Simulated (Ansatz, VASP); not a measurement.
## One calculation of Ni, two programs

```
CELL_PARAMETERS angstrom
0.00000 2.58368 2.58368
2.58368 0.00000 2.58368
2.58368 2.58368 0.00000
ATOMIC_POSITIONS crystal
Ni 0.12500 0.12500 0.12500
Ni 0.87500 0.87500 0.87500
```

Alike in both runs: task single point; functional PBE; k mesh 17 × 17 × 17; occupations fermi-dirac, width 0.05 eV; collinear spin.

|  | VASP | Ansatz |
| --- | --- | --- |
| version | VASP 6.6.1 | Ansatz 0.2.0 |
| potentials or method | VASP PAW PBE potentials, release 64 (Ni), cutoff 520 eV | plane waves (420 eV) with PAW, scalar-relativistic |
| valence electrons in the cell | 20 | 36 |

Ansatz gave:

- pressure (GPa): -3.3
- net moment per atom (μB): 0.80
- size of the moment on the site where the two differ most (μB): 0.84

What did VASP give for the same quantities?

Pressure (GPa): -2.9; net moment per atom (μB): 0.79; size of the moment on the site where the two differ most (μB): 0.80.

Site moments also hang on the region over which each program counts them. With one functional, cell and mesh, what is left measures potentials, basis and numerics. VASP's potentials hold 20 valence electrons a cell and Ansatz's 36, so a difference there can come from the potentials and not from the codes.
